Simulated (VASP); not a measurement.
# In2Sb (P6_3/mmc) in VASP: a series of runs, part 2 of 2

VASP 6.6.1.

## 3. Single point, r2SCAN (28.93 Å³/atom)

This run uses another cell than the first one, of 28.93 Å³/atom.

Contents of POSCAR:

```
In2Sb
1.0
    5.5174970777      0.0000000000      0.0000000000
   -2.7587485389      4.7782926346      0.0000000000
    0.0000000000      0.0000000000      6.5837261350
In Sb
4 2
Direct
    0.6666666667      0.3333333333      0.2500000000
    0.3333333333      0.6666666667      0.7500000000
    0.0000000000      0.0000000000      0.5000000000
    0.0000000000      0.0000000000      0.0000000000
    0.6666666667      0.3333333333      0.7500000000
    0.3333333333      0.6666666667      0.2500000000
```

Contents of INCAR.step1:

```
SYSTEM = In2Sb
ALGO = Normal
EDIFF = 1E-4
ENCUT = 520
GGA = PE
ISMEAR = 0
LASPH = .TRUE.
LCHARG = .FALSE.
LREAL = .FALSE.
LWAVE = .TRUE.
NBANDS = 40
NELM = 60
PREC = Accurate
SIGMA = 0.1
```

Contents of INCAR.step2:

```
SYSTEM = In2Sb
ALGO = Normal
EDIFF = 1E-6
ENCUT = 520
ISIF = 2
ISMEAR = 0
ISTART = 1
LASPH = .TRUE.
LCHARG = .FALSE.
LMIXTAU = .TRUE.
LREAL = .FALSE.
LWAVE = .FALSE.
METAGGA = R2SCAN
NBANDS = 40
NELM = 60
PREC = Accurate
SIGMA = 0.1
```

Contents of KPOINTS:

```
k-points
0
G
  12 12 6
  0 0 0
```

Potentials or basis: VASP PAW PBE potentials, release 64 (In_d, Sb).

The run is started by

```bash
cat potpaw_PBE.64/In_d/POTCAR potpaw_PBE.64/Sb/POTCAR > POTCAR
cp INCAR.step1 INCAR
mpirun -np 1 vasp_std > vasp.out
cp INCAR.step2 INCAR
mpirun -np 1 vasp_std > vasp.out
```

OUTCAR:

```text
SYSTEM = In2Sb
   EDIFF = 1E-6
   ENCUT = 520
   ISIF = 2
   ISMEAR = 0
   ISTART = 1
   LASPH = .TRUE.
   LREAL = .FALSE.
   METAGGA = R2SCAN
   NELM = 60
   PREC = Accurate

 ion  position               nearest neighbor table
   1  0.667  0.333  0.250-   6 3.19   6 3.19   6 3.19   5 3.29   5 3.29   3 3.59   4 3.59   3 3.59
                             4 3.59   3 3.59   4 3.59
   2  0.333  0.667  0.750-   5 3.19   5 3.19   5 3.19   6 3.29   6 3.29   3 3.59   4 3.59   4 3.59
                             3 3.59   4 3.59   3 3.59
   3  0.000  0.000  0.500-   4 3.29   4 3.29   1 3.59   5 3.59   6 3.59   2 3.59   1 3.59   5 3.59
                             2 3.59   6 3.59   1 3.59   5 3.59   2 3.59   6 3.59
   4  0.000  0.000  0.000-   3 3.29   3 3.29   1 3.59   5 3.59   6 3.59   2 3.59   1 3.59   5 3.59
                             2 3.59   6 3.59   1 3.59   5 3.59   2 3.59   6 3.59
   5  0.667  0.333  0.750-   2 3.19   2 3.19   2 3.19   1 3.29   1 3.29   3 3.59   4 3.59   3 3.59
                             4 3.59   3 3.59   4 3.59
   6  0.333  0.667  0.250-   1 3.19   1 3.19   1 3.19   2 3.29   2 3.29   3 3.59   4 3.59   4 3.59
                             3 3.59   4 3.59   3 3.59

  LATTYP: Found a hexagonal cell.
 ALAT       =     5.5174970777
 C/A-ratio  =     1.1932450606

  Lattice vectors:

 A1 = (   5.5174970777,   0.0000000000,   0.0000000000)
 A2 = (  -2.7587485389,   4.7782926346,   0.0000000000)
 A3 = (   0.0000000000,   0.0000000000,   6.5837261350)

Analysis of symmetry for initial positions (statically):
=====================================================================
 Subroutine PRICEL returns:
 Original cell was already a primitive cell.

 Routine SETGRP: Setting up the symmetry group for a
 hexagonal supercell.

 Subroutine GETGRP returns: Found 24 space group operations
 (whereof 12 operations were pure point group operations)
 out of a pool of 24 trial point group operations.

The static configuration has the point symmetry D_3d.
 The point group associated with its full space group is D_6h.

Analysis of symmetry for dynamics (positions and initial velocities):
=====================================================================
 Subroutine PRICEL returns:
 Original cell was already a primitive cell.

 Routine SETGRP: Setting up the symmetry group for a
 hexagonal supercell.

 Subroutine GETGRP returns: Found 24 space group operations
 (whereof 12 operations were pure point group operations)
 out of a pool of 24 trial point group operations.

The dynamic configuration has the point symmetry D_3d.
 The point group associated with its full space group is D_6h.

 Subroutine INISYM returns: Found 24 space group operations
 (whereof 12 operations are pure point group operations),
 and found     1 'primitive' translations

----------------------------------------------------------------------------------------

                                     Primitive cell

  volume of cell :     173.5748

  direct lattice vectors                    reciprocal lattice vectors
     5.517497078  0.000000000  0.000000000     0.181241600  0.104639887  0.000000000
    -2.758748539  4.778292635  0.000000000     0.000000000  0.209279773  0.000000000
     0.000000000  0.000000000  6.583726135     0.000000000  0.000000000  0.151889672

  length of vectors
     5.517497078  5.517497078  6.583726135     0.209279773  0.209279773  0.151889672
[... 50 lines left out ...]
  0.333333  0.000000  0.000000      6.000000
  0.416667  0.000000  0.000000      6.000000
[... 16 lines left out ...]
  0.250000  0.000000  0.166667     12.000000
  0.333333  0.000000  0.166667     12.000000
 [... further k-points ...]
   k-points           NKPTS =     76   k-points in BZ     NKDIM =     76   number of bands    NBANDS=     40
   number of dos      NEDOS =    301   number of ions     NIONS =      6
   total plane-waves  NPLWV =  88200
   dimension x,y,z NGX =    42 NGY =   42 NGZ =   50
   dimension x,y,z NGXF=    84 NGYF=   84 NGZF=  100
   ions per type =               4   2
   NGX,Y,Z   is equivalent  to a cutoff of  12.65, 12.65, 12.63 a.u.
   NGXF,Y,Z  is equivalent  to a cutoff of  25.31, 25.31, 25.25 a.u.
 SYSTEM =  In2Sb
   PREC   = accura    normal or accurate (medium, high low for compatibility)
   ISTART =      1    job   : 0-new  1-cont  2-samecut
   ICHARG =      0    charge: 1-file 2-atom 10-const
   ISPIN  =      1    spin polarized calculation?
   LNONCOLLINEAR =      F non collinear calculations
   LSORBIT =      F    spin-orbit coupling
   LASPH  =      T    aspherical Exc in radial PAW
   ENCUT  =  520.0 eV  38.22 Ry    6.18 a.u.  10.26 10.26 12.24*2*pi/ulx,y,z
   NELM   =     60;   NELMIN=  2; NELMDL=  0     # of ELM steps
   EDIFF  = 0.1E-05   stopping-criterion for ELM
   LREAL  =      F    real-space projection
   EDIFFG = 0.1E-04   stopping-criterion for IOM
   NSW    =      0    number of steps for IOM
   IBRION =     -1    ionic relax: 0-MD 1-quasi-New 2-CG
   NFREE  =      0    steps in history (QN), initial steepest desc. (CG)
   ISIF   =      2    stress and relaxation
   ISYM   =      2    0-nonsym 1-usesym 2-fastsym
   POTIM  = 0.5000    time-step for ionic-motion
   TEBEG  =    0.0;   TEEND  =   0.0 temperature during run
   PSTRESS=    0.0 pullay stress
   NELECT =      62.0000    total number of electrons
   NUPDOWN=      -1.0000    fix difference up-down
   EMIN   =  10.00;   EMAX   =-10.00  energy-range for DOS
   EFERMI =   0.00;   METHOD = LEGACY
   ISMEAR =     0;   SIGMA  =   0.10  broadening in eV -4-tet -1-fermi 0-gaus
   EFERMI_NEDOS =   21; number of points for ismear=-14 and -15
   IALGO  =     38    algorithm
   IMIX   =      4    mixing-type and parameters
     AMIX     =   0.40;   BMIX     =  1.00
     AMIX_MAG =   1.60;   BMIX_MAG =  1.00
  volume/ion in A,a.u.               =      28.93       195.22
  Fermi-wavevector in a.u.,A,eV,Ry     =   1.161564  2.195038 18.357405  1.349231
  Thomas-Fermi vector in A             =   2.298135
   LORBIT       =      0    0 simple, 1 ext, 2 COOP (PROOUT), +10 PAW based schemes
   METAGGA = R2SCAN    functional components
   LHFCALC =     F    Hartree Fock is set to
   AEXX    =    0.0000 exact exchange contribution
   IVDW    =     0    specifies the selected vdW correction
   LEPSILON=     F    determine dielectric tensor
   LRPA    =     F    only Hartree local field effects (RPA)
 non-spin polarized calculation
 Gauss-broadening in eV      SIGMA  =   0.10
  energy-cutoff  :      520.00
  volume of cell :      173.57
 maximum number of plane-waves:      4710
 NGX is ok and might be reduce to    42
   NGX = 21   NGY = 21   NGZ = 25

 number of electron      62.0000004 magnetization

 Free energy of the ion-electron system (eV)
  ---------------------------------------------------
  ext. energy  EPLUGINS =         0.00000000
  ---------------------------------------------------
  free energy    TOTEN  =      -141.58221670 eV

  energy without entropy =     -141.57032148  energy(sigma->0) =     -141.57626909

 E-fermi :   6.7445     XC(G=0): -10.4155

 val. band max:        6.7165282393   @ k =   0.1667   0.0000   0.0000
 cond. band min:       6.7505752269   @ k =   0.0833   0.0000   0.3333
 fundamental gap:      0.0340469876
 Fermi energy:         6.7445069303

 k-point     1 :       0.0000    0.0000    0.0000
  band No.  band energies     occupation
      1      -8.6213      2.00000
      2      -8.5585      2.00000
      3      -8.5584      2.00000
      4      -8.4994      2.00000
      5      -8.4993      2.00000
      6      -8.4450      2.00000
[... 1021 lines left out ...]
     39      11.0754      0.00000
     40      11.6140      0.00000

 [... further k-points ...]

------------------------ aborting loop because EDIFF is reached ----------------------------------------

  FORCE on cell =-STRESS in cart. coord.  units (eV):
  Direction    XX          YY          ZZ          XY          YZ          ZX
  --------------------------------------------------------------------------------------
  -------------------------------------------------------------------------------------
  Total       -2.3877292     -2.3877292     -2.2972866      0.0000000      0.0000000      0.0000000
  in kB      -22.0398705    -22.0398705    -21.2050430      0.0000000      0.0000000      0.0000000
  external PRESSURE =     -21.7615947 kB  Pullay stress =       0.0000000 kB

 VOLUME and BASIS-vectors are now :
 -----------------------------------------------------------------------------
  energy-cutoff  :      520.00
  volume of cell :      173.57
      direct lattice vectors                 reciprocal lattice vectors
     5.517497078  0.000000000  0.000000000     0.181241600  0.104639887  0.000000000
    -2.758748539  4.778292635  0.000000000     0.000000000  0.209279773  0.000000000
     0.000000000  0.000000000  6.583726135     0.000000000  0.000000000  0.151889672

 POSITION                                       TOTAL-FORCE (eV/Angst)
 -----------------------------------------------------------------------------------
      2.75875      1.59276      1.64593         0.000000     -0.000000      0.000000
     -0.00000      3.18553      4.93779        -0.000000      0.000000     -0.000000
      0.00000      0.00000      3.29186        -0.000000     -0.000000      0.000000
      0.00000      0.00000      0.00000        -0.000000     -0.000000      0.000000
      2.75875      1.59276      4.93779         0.000000     -0.000000      0.000000
     -0.00000      3.18553      1.64593        -0.000000      0.000000      0.000000
 -----------------------------------------------------------------------------------
    total drift:                               -0.000000      0.000000     -0.000000

  FREE ENERGIE OF THE ION-ELECTRON SYSTEM (eV)
  ---------------------------------------------------
  free  energy   TOTEN  =      -141.5822167001 eV

  energy  without entropy=     -141.5703214828  energy(sigma->0) =     -141.57626909
```

Run time: 20 min. Hardware: 1 thread of AMD EPYC 9R45 (Zen 5), shared host; peak memory 0.58 GiB.

Results:

* Free energy: -141.5822 eV
* Pressure: -2.2 GPa
* Band gap on the k mesh: zero (bands 31 and 32 overlap by 2.08 eV)

Stress tensor (GPa, compression positive):
```
-2.20  0.00  0.00
 0.00 -2.20  0.00
 0.00  0.00 -2.12
```

Caveat: the PAW data sets were made with another functional, which shifts forces and pressure a little; spin-orbit coupling is left out, which moves the levels of the heavy elements.

## 4. Single point, r2SCAN

This run uses another cell than the first one, of 27.29 Å³/atom.

Changes to POSCAR since step 3:

```diff
@@ -2,5 +2,5 @@
 1.0
-    5.5174970777      0.0000000000      0.0000000000
-   -2.7587485389      4.7782926346      0.0000000000
-    0.0000000000      0.0000000000      6.5837261350
+    5.4154617306      0.0000000000      0.0000000000
+   -2.7077308653      4.6899274319      0.0000000000
+    0.0000000000      0.0000000000      6.4473186209
 In Sb
```

Contents of INCAR.step1:

```
SYSTEM = In2Sb
ALGO     = Normal         ! electronic algorithm
EDIFF    = 1E-5           ! SCF threshold, eV
ENCUT    = 550            ! plane-wave cutoff, eV
GGA      = PE             ! functional
GGA_COMPAT= .FALSE.      
ISMEAR   = 0              ! smearing method
LASPH    = .TRUE.         ! aspherical terms in the spheres
LCHARG   = .FALSE.        ! write CHGCAR
LREAL    = .FALSE.        ! projectors in reciprocal space
LWAVE    = .TRUE.         ! write WAVECAR
NBANDS   = 40             ! bands
NELM     = 120            ! most SCF steps
PREC     = Accurate       ! precision mode
SIGMA    = 0.15           ! smearing width, eV
```

Contents of INCAR.step2:

```
SYSTEM = In2Sb
ALGO     = Normal         ! electronic algorithm
EDIFF    = 1E-6           ! SCF threshold, eV
ENCUT    = 550            ! plane-wave cutoff, eV
GGA_COMPAT= .FALSE.      
ISIF     = 2              ! what is computed and relaxed
ISMEAR   = 0              ! smearing method
ISTART   = 1            
LASPH    = .TRUE.         ! aspherical terms in the spheres
LCHARG   = .FALSE.        ! write CHGCAR
LMIXTAU  = .TRUE.       
LREAL    = .FALSE.        ! projectors in reciprocal space
LWAVE    = .FALSE.        ! write WAVECAR
METAGGA  = R2SCAN         ! meta-GGA
NBANDS   = 40             ! bands
NELM     = 120            ! most SCF steps
PREC     = Accurate       ! precision mode
SIGMA    = 0.15           ! smearing width, eV
```

Contents of KPOINTS:

```
k-points
0
G
  12 12 8
  0 0 0
```

Potentials or basis: VASP PAW PBE potentials, release 64 (In_d, Sb).

The run is started by

```bash
cat potpaw_PBE.64/In_d/POTCAR potpaw_PBE.64/Sb/POTCAR > POTCAR
cp INCAR.step1 INCAR
mpirun -np 1 vasp_std > vasp.out
cp INCAR.step2 INCAR
mpirun -np 1 vasp_std > vasp.out
```

OUTCAR:

```text
SYSTEM = In2Sb
   EDIFF = 1E-6
   ENCUT = 550
   ISIF = 2
   ISMEAR = 0
   ISTART = 1
   LASPH = .TRUE.
   LREAL = .FALSE.
   METAGGA = R2SCAN
   NELM = 120
   PREC = Accurate

 ion  position               nearest neighbor table
   1  0.667  0.333  0.250-   6 3.13   6 3.13   6 3.13   5 3.22   5 3.22   3 3.52   4 3.52   3 3.52
                             4 3.52   3 3.52   4 3.52
   2  0.333  0.667  0.750-   5 3.13   5 3.13   5 3.13   6 3.22   6 3.22   3 3.52   4 3.52   4 3.52
                             3 3.52   4 3.52   3 3.52
   3  0.000  0.000  0.500-   4 3.22   4 3.22   1 3.52   5 3.52   6 3.52   2 3.52   2 3.52   6 3.52
                             1 3.52   5 3.52   1 3.52   5 3.52   2 3.52   6 3.52
   4  0.000  0.000  0.000-   3 3.22   3 3.22   1 3.52   5 3.52   6 3.52   2 3.52   2 3.52   6 3.52
                             1 3.52   5 3.52   1 3.52   5 3.52   2 3.52   6 3.52
   5  0.667  0.333  0.750-   2 3.13   2 3.13   2 3.13   1 3.22   1 3.22   3 3.52   4 3.52   3 3.52
                             4 3.52   3 3.52   4 3.52
   6  0.333  0.667  0.250-   1 3.13   1 3.13   1 3.13   2 3.22   2 3.22   3 3.52   4 3.52   4 3.52
                             3 3.52   4 3.52   3 3.52

  LATTYP: Found a hexagonal cell.
 ALAT       =     5.4154617306
[... 198 lines left out ...]
 Fermi energy:         7.4181871093

 k-point     1 :       0.0000    0.0000    0.0000
  band No.  band energies     occupation
      1      -8.0143      2.00000
      2      -7.9494      2.00000
      3      -7.9494      2.00000
      4      -7.8808      2.00000
      5      -7.8808      2.00000
      6      -7.8278      2.00000
[... 1021 lines left out ...]
     39      12.0408      0.00000
     40      12.5432      0.00000

 [... further k-points ...]

------------------------ aborting loop because EDIFF is reached ----------------------------------------

  FORCE on cell =-STRESS in cart. coord.  units (eV):
  Direction    XX          YY          ZZ          XY          YZ          ZX
  --------------------------------------------------------------------------------------
  -------------------------------------------------------------------------------------
  Total        0.1631632      0.1631632     -0.2367661      0.0000000      0.0000000      0.0000000
  in kB        1.5964376      1.5964376     -2.3165905      0.0000000      0.0000000      0.0000000
  external PRESSURE =       0.2920949 kB  Pullay stress =       0.0000000 kB

 VOLUME and BASIS-vectors are now :
 -----------------------------------------------------------------------------
  energy-cutoff  :      550.00
  volume of cell :      163.75
      direct lattice vectors                 reciprocal lattice vectors
     5.415461731  0.000000000  0.000000000     0.184656461  0.106611458  0.000000000
    -2.707730865  4.689927432  0.000000000     0.000000000  0.213222915  0.000000000
     0.000000000  0.000000000  6.447318621     0.000000000  0.000000000  0.155103239

 POSITION                                       TOTAL-FORCE (eV/Angst)
 -----------------------------------------------------------------------------------
      2.70773      1.56331      1.61183         0.000000     -0.000000      0.000000
     -0.00000      3.12662      4.83549        -0.000000      0.000000      0.000000
      0.00000      0.00000      3.22366         0.000000      0.000000      0.000000
      0.00000      0.00000      0.00000         0.000000      0.000000      0.000000
      2.70773      1.56331      4.83549         0.000000      0.000000      0.000000
     -0.00000      3.12662      1.61183        -0.000000      0.000000      0.000000
 -----------------------------------------------------------------------------------
    total drift:                                0.000000     -0.000000      0.000000

  FREE ENERGIE OF THE ION-ELECTRON SYSTEM (eV)
  ---------------------------------------------------
  free  energy   TOTEN  =      -141.6670471887 eV

  energy  without entropy=     -141.6419976327  energy(sigma->0) =     -141.65452241
```

OUTCAR.step1:

```text
SYSTEM = In2Sb
   EDIFF = 1E-5
   ENCUT = 550
   GGA = PE
   ISMEAR = 0
[... 1278 lines left out ...]
      0.00000      0.00000      3.22366        -0.000000      0.000000      0.000000
      0.00000      0.00000      0.00000        -0.000000      0.000000      0.000000
      2.70773      1.56331      4.83549        -0.000000      0.000000      0.000000
     -0.00000      3.12662      1.61183         0.000000     -0.000000      0.000000
 -----------------------------------------------------------------------------------
    total drift:                                0.000000     -0.000000      0.000000

  FREE ENERGIE OF THE ION-ELECTRON SYSTEM (eV)
  ---------------------------------------------------
  free  energy   TOTEN  =       -18.5266069414 eV

  energy  without entropy=      -18.4991784924  energy(sigma->0) =      -18.51289272
```

OSZICAR.step1:

```text
N       E                     dE             d eps       ncg     rms          rms(c)
DAV:   1     0.604998317954E+03    0.60500E+03   -0.28556E+04  7600   0.192E+03
DAV:   2     0.493894115034E+02   -0.55561E+03   -0.54283E+03  7656   0.489E+02
DAV:   3    -0.155544285606E+02   -0.64944E+02   -0.62821E+02  9024   0.182E+02
DAV:   4    -0.185483085647E+02   -0.29939E+01   -0.29748E+01  9024   0.405E+01
DAV:   5    -0.187128026794E+02   -0.16449E+00   -0.16447E+00 12112   0.808E+00    0.507E+00
DAV:   6    -0.185463219305E+02    0.16648E+00   -0.33355E-01 10248   0.599E+00    0.275E+00
DAV:   7    -0.185296317425E+02    0.16690E-01   -0.13302E-01 10224   0.255E+00    0.688E-01
DAV:   8    -0.185266355711E+02    0.29962E-02   -0.16343E-02  9680   0.115E+00    0.340E-01
DAV:   9    -0.185266275384E+02    0.80326E-05   -0.22702E-03  9992   0.380E-01    0.115E-01
DAV:  10    -0.185265978976E+02    0.29641E-04   -0.30993E-04 11544   0.207E-01    0.476E-02
DAV:  11    -0.185266083080E+02   -0.10410E-04   -0.66880E-05  8488   0.798E-02    0.262E-02
DAV:  12    -0.185266069414E+02    0.13666E-05   -0.10590E-05  4936   0.407E-02
   1 F= -.18526607E+02 E0= -.18512893E+02  d E =-.274284E-01
```

Wall time 57 min (1 thread of Oxide Virtual Turin-like, shared host); peak memory 0.67 GiB.

Results:

| Quantity | Value |
| --- | --- |
| Free energy | -141.6670 eV |
| Pressure | 0.0 GPa |
| Band gap on the k mesh | zero (bands 31 and 32 overlap by 2.16 eV) |

Stress tensor (GPa, compression positive):
```
 0.16  0.00  0.00
 0.00  0.16  0.00
 0.00  0.00 -0.23
```

Levels at points of the mesh, in eV from the Fermi level:
| k point | band 29 | band 30 | band 31 | band 32 | band 33 | band 34 |
| --- | --- | --- | --- | --- | --- | --- |
| (0.00, 0.00, 0.00) | -2.04 | -1.34 | -0.92 | -0.26 | -0.26 | 0.12 |
| (0.50, 0.00, 0.00) | -1.67 | -1.62 | -1.38 | 1.49 | 1.59 | 2.18 |
| (0.00, 0.00, 0.50) | -2.10 | -2.10 | -0.84 | -0.84 | -0.30 | -0.30 |
| (0.50, 0.00, 0.50) | -0.36 | -0.36 | 0.95 | 0.95 | 2.75 | 2.75 |

Caveat: the PAW data sets were made with another functional, which shifts forces and pressure a little; spin-orbit coupling is left out, which moves the levels of the heavy elements.

## 5. The runs side by side

| cell | k mesh | cutoff (eV) | smearing | gap on the mesh (eV) | pressure (GPa) |
| --- | --- | --- | --- | --- | --- |
| a = 5.199, b = 5.199, c = 6.157 Å, angles 90.0, 90.0, 120.0°, 6 atoms | 12 × 12 × 6 | 520 | gaussian 0.1 eV | none | 7.8 |
| a = 5.517, b = 5.517, c = 6.584 Å, angles 90.0, 90.0, 120.0°, 6 atoms | 12 × 12 × 6 | 520 | gaussian 0.1 eV | none | -2.2 |
| a = 5.415, b = 5.415, c = 6.447 Å, angles 90.0, 90.0, 120.0°, 6 atoms | 12 × 12 × 8 | 550 | gaussian 0.15 eV | none | 0.0 |

Alike in all rows: task single point; level r2SCAN; potentials or basis VASP PAW PBE potentials, release 64 (In_d, Sb); no spin polarisation.

Caveats: the PAW data sets were made with another functional, which shifts forces and pressure a little; spin-orbit coupling is left out, which moves the levels of the heavy elements; the cell stands under pressure (at least some runs).

Total energies depend on the potentials used, so only differences within one code and one set of settings carry meaning.

The gap in the log of VASP goes by the Fermi energy; the results here count the filled bands.